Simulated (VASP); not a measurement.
Hf3TiO8:

```
Hf Ti O
1.0
     3.54106    0.00000    0.00000
     0.00000    7.15232    0.00000
     0.00000    0.00000    5.29474
Hf Ti O
3 1 8
Direct
  0.50000 0.25254 0.49711
  0.50000 0.74746 0.49711
  0.00000 0.50000 0.98943
  0.00000 0.00000 0.01323
  0.50000 0.00000 0.33566
  0.00000 0.23994 0.17733
  0.00000 0.25259 0.68668
  0.50000 0.00000 0.85301
  0.50000 0.50000 0.29142
  0.00000 0.76006 0.17733
  0.00000 0.74741 0.68668
  0.50000 0.50000 0.79501
```

| Property | Result |
| --- | --- |
| Program | VASP 6.6.1 |
| Task | relaxation of cell and atoms |
| Functional | PBEsol |
| Potentials or basis | VASP PAW PBE potentials, release 64 (Hf_pv, Ti_sv, O) |
| Cutoff | 600 eV |
| k mesh | 6 × 4 × 4 |
| Occupations | fermi-dirac, width 0.02 eV |
| Spin | no spin polarisation |

At the start: pressure -9.6 GPa; volume 11.17 Å³/atom.

Question: How do energy, volume and symmetry change on relaxing?

Answer: Over 27 steps the energy falls by 18.5 meV/atom and the volume is 10.55 Å³/atom (-5.6 %); space group Pmm2 (No. 25, to 0.1 Å) before and after.

Step by step:
| step | energy change (eV) | largest force (eV/Å) | pressure (GPa) | volume (Å³) |
| --- | --- | --- | --- | --- |
| 1 | 0.0000 | 0.1774 | -9.58 | 134.10 |
| 2 | 0.2037 | 0.9184 | 16.85 | 121.54 |
| 3 | -0.1660 | 0.2387 | -0.21 | 128.88 |
| 4 | -0.1660 | 0.2437 | -0.01 | 128.77 |
| 5 | -0.1852 | 0.1938 | 0.03 | 128.32 |
| 6 | -0.1940 | 0.3870 | 0.18 | 127.73 |
| 7 | -0.2062 | 0.1928 | -0.14 | 127.57 |
| 8 | -0.2107 | 0.2552 | -0.45 | 127.39 |
| 9 | -0.2175 | 0.0835 | 0.07 | 126.87 |
| 10 | -0.2177 | 0.0731 | 0.18 | 126.78 |
| 11 | -0.2183 | 0.0453 | -0.14 | 126.90 |
| 12 | -0.2183 | 0.0711 | -0.31 | 126.96 |
| 13 | -0.2187 | 0.0629 | -0.28 | 126.93 |
| 14 | -0.2196 | 0.0546 | -0.20 | 126.84 |
| 15 | -0.2203 | 0.0926 | -0.02 | 126.67 |
| 16 | -0.2209 | 0.0588 | 0.08 | 126.60 |
| 17 | -0.2211 | 0.0303 | 0.17 | 126.54 |
| 18 | -0.2212 | 0.0327 | -0.13 | 126.68 |
| 19 | -0.2212 | 0.0327 | -0.13 | 126.68 |
| 20 | -0.2214 | 0.0231 | -0.09 | 126.66 |
| 21 | -0.2216 | 0.0344 | 0.02 | 126.61 |
| 22 | -0.2217 | 0.0196 | 0.02 | 126.61 |
| 23 | -0.2217 | 0.0204 | 0.01 | 126.61 |
| 24 | -0.2217 | 0.0094 | -0.01 | 126.62 |
| 25 | -0.2217 | 0.0072 | -0.02 | 126.63 |
| 26 | -0.2217 | 0.0059 | 0.02 | 126.61 |
| 27 | -0.2217 | 0.0048 | 0.01 | 126.61 |

Final structure:
```xyz
12
Lattice="3.5033 0.0000 0.0000 0.0000 7.0365 0.0000 0.0000 0.0000 5.1362" Properties=species:S:1:pos:R:3 pbc="T T T"
Hf    1.7516    1.7629    2.5627
Hf    1.7516    5.2737    2.5627
Hf    0.0000    3.5183    5.0940
Ti    0.0000    0.0000    0.0507
O     1.7516    0.0000    1.6366
O     0.0000    1.6975    0.9614
O     0.0000    1.7547    3.5773
O     1.7516    0.0000    4.2942
O     1.7516    3.5183    1.4829
O     0.0000    5.3390    0.9614
O     0.0000    5.2818    3.5773
O     1.7516    3.5183    4.0563
```

Caveat: the PAW data sets were made with another functional, which shifts forces and pressure a little.
